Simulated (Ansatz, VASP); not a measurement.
## NbTe: VASP beside Ansatz

The input INCAR:

```
SYSTEM = NbTe
  PREC = Accurate
  ENCUT = 500
  EDIFF = 1E-6
  ISMEAR = 0
  SIGMA = 0.1
  LREAL = .FALSE.
  LASPH = .TRUE.
  NELM = 120
  ALGO = Normal
  ISIF = 2
  LWAVE = .FALSE.
  LCHARG = .FALSE.
  GGA = CA
  NBANDS = 16
  GGA_COMPAT = .FALSE.
```

File KPOINTS:

```
Automatic mesh
0
G
  6 6 4
  0 0 0
```

File POSCAR:

```
NbTe
1.0
    3.7029743866      0.0000000000      0.0000000000
   -1.8514871933      3.2068698884      0.0000000000
    0.0000000000      0.0000000000      3.6942110000
Nb Te
1 1
Direct
    0.0000000000      0.0000000000      0.5000000000
    0.6666666667      0.3333333333      0.0000000000
```

Input for Ansatz:

```yaml
crystal:
  lattice:
    - [3.7029743866, 0.0, 0.0]
    - [-1.8514871933, 3.2068698884, 0.0]
    - [0.0, 0.0, 3.694211]
  atoms:
    - { symbol: Nb, position: [0.0, 0.0, 0.5] }
    - { symbol: Te, position: [0.6666666667, 0.3333333333, 0.0] }
basis:
  ecutwfc: 420
kpoints:
  mp_grid: { grid: [6, 6, 4] }
hamiltonian:
  xc: lda
scf:
  occupations: { method: gaussian, width: 0.1 }
  eigensolver: { kind: davidson, full_accuracy: true }
  max_iter: 93
output:
  forces: true
  stress: true
  eigenvalues: true
```

Alike in both runs: task single point; functional LDA; k mesh 6 × 6 × 4; occupations gaussian, width 0.1 eV; no spin polarisation.

```csv
,VASP,Ansatz
version,VASP 6.6.1,Ansatz 0.2.0
potentials or method,"VASP PAW LDA potentials, release 64 (Nb_sv, Te), cutoff 500 eV","scalar-relativistic, plane waves, PAW"
valence electrons in the cell,19,29
```

```tsv
	VASP	Ansatz	Ansatz less VASP
gap on the k mesh at the Fermi level (eV)	none	none	-
pressure (GPa)	-7.5	-7.5	+0.03
traceless stress, the component that is largest in VASP (GPa)	0.52	0.55	+0.028
```

LDA's correlation is that of Perdew and Zunger in VASP and of Perdew and Wang (1992) in Ansatz. A gap of «none» marks a metal or a gap that the smearing closes. VASP's potentials hold 19 valence electrons a cell and Ansatz's 29, so a difference there can come from the potentials and not from the codes.

The k mesh is coarse, so the values compare programs but aren't converged. Neither program's run includes spin-orbit coupling.
